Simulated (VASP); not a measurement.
Runs of VASP 6.6.1 on GaCo. The structure is that of space group Pm-3m (No. 221), or close to it. The cells are those of the table. 

```tsv
task	level	spin	U	cell	k mesh	cutoff (eV)	smearing	gap on the mesh (eV)	pressure (GPa)	moment (μB)	relaxed volume (Å³/atom)
single point	r2SCAN+U	collinear, ferromagnetic start	Co d U = 6.2 eV	a = 2.819 Å, 2 atoms	9 × 9 × 9	520	tetrahedron	none	35.7	1.80	-
single point	r2SCAN+U	collinear, ferromagnetic start	Co d U = 6.2 eV	a = 2.934 Å, 2 atoms	9 × 9 × 9	520	tetrahedron	none	13.7	(a)	-
relaxation of cell and atoms	revPBE+U	collinear, ferromagnetic start	Co d U = 3.5 eV	relaxed from a = 2.878 Å, 2 atoms	9 × 9 × 9	600	methfessel-paxton 0.2 eV	none	-0.1	1.48	13.73
single point	r2SCAN+U	collinear, ferromagnetic start	Co d U = 6.2 eV	a = 2.878 Å, 2 atoms	9 × 9 × 9	520	tetrahedron	none	(b)	1.91	-
single point	revPBE+U	collinear, ferromagnetic start	Co d U = 3.5 eV	a = 3.036 Å, 2 atoms	9 × 9 × 9	520	methfessel-paxton 0.2 eV	none	-1.8	1.48	-
single point	r2SCAN+U	collinear, ferromagnetic start	Co d U = 6.2 eV	a = 2.859 Å, 2 atoms	9 × 9 × 9	520	tetrahedron	none	27.4	1.88	-
electric field gradients	PBEsol+U	non-collinear, zero start, SOC	Co d U = 1.0 eV	a = 2.878 Å, 2 atoms	7 × 7 × 7	520	gaussian 0.05 eV	-	-8.5	(c)	-
relaxation of cell and atoms	PBEsol+U	collinear, ferromagnetic start	Co d U = 5.3 eV	relaxed from a = 3.015 Å, 2 atoms	9 × 9 × 9	600	fermi-dirac 0.05 eV	none	0.0	1.76	13.33
```

Alike in all rows: potentials or basis VASP PAW PBE potentials, release 64 (Ga_d, Co).

Question: Estimate the missing entries.

Answer: (a) 1.97; (b) 23.5; (c) 0.00.

Caveats: the PAW data sets were made with another functional, which shifts forces and pressure a little; the U is typed as a test and isn't derived for this compound; tetrahedron occupations give inexact forces and stress in metals (some runs); the volume moved by over 15 % at a fixed basis, so the end points are rough (some runs); the volume moved by +15 % from the deposited cell, more than functionals usually miss (some runs).

A k mesh can miss the band edges, and rows without SOC leave out spin-orbit coupling on Ga.

A gap of «none» marks levels without a gap at the run's occupations.
